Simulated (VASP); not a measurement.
## BP: single point with PBE

BP:

```
CELL_PARAMETERS angstrom
0.00000 2.25766 2.26900
2.25766 0.00000 2.26900
2.25766 2.25766 0.00000
ATOMIC_POSITIONS crystal
B 0.00000 0.00000 0.00000
P 0.75000 0.75000 0.75000
```

This cell differs from its parent crystal: strain -0.0050 x Voigt [1, 1, 0, 0, 0, 0].

```json
{"Program": "VASP 6.6.1", "Task": "single point", "Functional": "PBE", "Potentials or basis": "VASP PAW PBE potentials, release 64 (B, P)", "Cutoff": "520 eV", "k mesh": "10 × 10 × 10", "Occupations": "gaussian, width 0.05 eV", "Spin": "no spin polarisation", "Dipole correction": "no", "Further INCAR settings": "ALGO = Normal; EDIFF = 1e-07; NBANDS = 11"}
```

| Property | Result |
| --- | --- |
| Pressure | 2.6 GPa |
| Band gap on the k mesh | 1.19 eV, indirect (least direct gap 3.39 eV) |

Stress tensor (GPa, compression positive):
```
3.04 0.00 0.00
0.00 3.04 0.00
0.00 0.00 1.68
```

Levels at points of the mesh, in eV from the valence-band top:
```
           k point  band 2  band 3  band 4  band 5  band 6  band 7
(0.00, 0.00, 0.00)   -0.05    0.00    0.00    3.39    3.39    3.42
(0.50, 0.00, 0.00)   -9.12   -1.82   -1.75    3.82    4.68    4.73
(0.50, 0.50, 0.00)   -8.68   -4.13   -4.13    1.33    1.68   12.20
(0.50, 0.00, 0.50)   -8.64   -4.19   -4.18    1.28    1.61   12.15
```

Wall time 47 s on 1 thread of AMD EPYC 7R13, with other jobs on the host, peak memory 0.12 GiB.

Caveat: the cell differs from its parent crystal (strain -0.0050 x Voigt [1, 1, 0, 0, 0, 0]). A k mesh can miss the band edges.
